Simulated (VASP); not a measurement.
Write the native input for VASP 6.6.1 that does the following.

* Task: single point
* Functional: PBEsol
* Potentials or basis: VASP PAW PBE potentials, release 64 (Sb, Ni)
* Cutoff: 520 eV
* k mesh: 7 × 7 × 4
* Occupations: fermi-dirac, width 0.05 eV
* Spin: collinear spin, ferromagnetic start
* Starting moments: [0.0, 0.0, 1.0, 1.0] μB
* Dipole correction: no
* Further INCAR settings: ALGO = Normal; EDIFF = 1e-07; NBANDS = 27

The structure of NiSb lies in POSCAR:

```
NiSb
1.0
    3.9280000000      0.0000000000      0.0000000000
   -1.9640000000      3.4017477861      0.0000000000
    0.0000000000      0.0000000000      5.3248000000
Sb Ni
2 2
Direct
    0.6666666667      0.3333333333      0.7500000000
    0.3333333333      0.6666666667      0.2500000000
    0.0000000000      0.0000000000      0.5000000000
    0.0000000000      0.0000000000      0.0000000000
```

The input as run:

INCAR

```
SYSTEM = NiSb
PREC = Accurate
ENCUT = 520
EDIFF = 1E-7
ISMEAR = -1
SIGMA = 0.05
LREAL = .False.
LASPH = .True.
NELM = 150
ALGO = Normal
ISIF = 2
LWAVE = .False.
LCHARG = .False.
ISPIN = 2
MAGMOM = 0 0 1 1
LORBIT = 11
LMAXMIX = 4
GGA = PS
NBANDS = 27
```

KPOINTS

```
regular mesh
0
Gamma
  7 7 4
  0 0 0
```

Potentials or basis: VASP PAW PBE potentials, release 64 (Sb, Ni).

The run is started by

```console
$ cat potpaw_PBE.64/Sb/POTCAR potpaw_PBE.64/Ni/POTCAR > POTCAR
$ mpirun -np 1 vasp_std > vasp.out
```

Results of the run:

* Pressure: -5.9 GPa
* Band gap on the k mesh: zero (filled and empty bands overlap)
* Net moment: 0.00 μB per cell
* Valence electrons inside the program's atomic spheres: Sb 2.41; Ni 9.34

Caveat: the cell stands under tension; the moments typed at the start vanished in this run; the PAW data sets were made with another functional, which shifts forces and pressure a little; spin-orbit coupling is left out, which moves the levels of the heavy elements.

Run time: 3.6 min on 1 thread of AMD EPYC 7R13 (shared host), peak memory 0.22 GiB.
